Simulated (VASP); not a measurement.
A run of VASP 6.6.1 is set up as follows.

The input INCAR:

```
SYSTEM = Ge
ALGO = Normal ; EDIFF = 1E-6
ENCUT = 520 ; GGA = PE
ISIF = 2 ; ISMEAR = 0
LASPH = .TRUE. ; LCHARG = .TRUE.
LELF = .TRUE. ; LREAL = .FALSE.
LVHAR = .TRUE. ; LWAVE = .FALSE.
NBANDS = 58 ; NELM = 60
PREC = Accurate ; SIGMA = 0.1
```

KPOINTS

```
k-points
0
G
  3 3 3
  0 0 0
```

File POSCAR:

```
Ge
1.0
    3.6037446668      2.0806229534      3.6030163025
   -3.6037446668      2.0806229534      3.6030163025
    0.0000000000     -4.1612459069      3.6030163025
Ge
7
Direct
    0.4656099135      0.1170390597      0.7851831498
    0.7851831498      0.4656099135      0.1170390597
    0.1170390597      0.7851831498      0.4656099135
    0.5343900865      0.8829609403      0.2148168502
    0.2148168502      0.5343900865      0.8829609403
    0.8829609403      0.2148168502      0.5343900865
    0.0000000000      0.0000000000      0.0000000000
```

Potentials or basis: VASP PAW PBE potentials, release 64 (Ge_d).

The run is started by

```console
$ cat potpaw_PBE.64/Ge_d/POTCAR > POTCAR
$ mpirun -np 1 vasp_std > vasp.out
```

(1) Estimate the pressure.

(2) Estimate the band gap on the k mesh.

(3) What does it give for the largest force?

Results:

(1) 0.2 GPa.

(2) zero (bands 49 and 50 overlap by 1.55 eV).

(3) 0.008 eV/Å.

Caveat: the k points lie up to 0.39 Å⁻¹ apart, too coarse for converged energies and pressures of a metal.
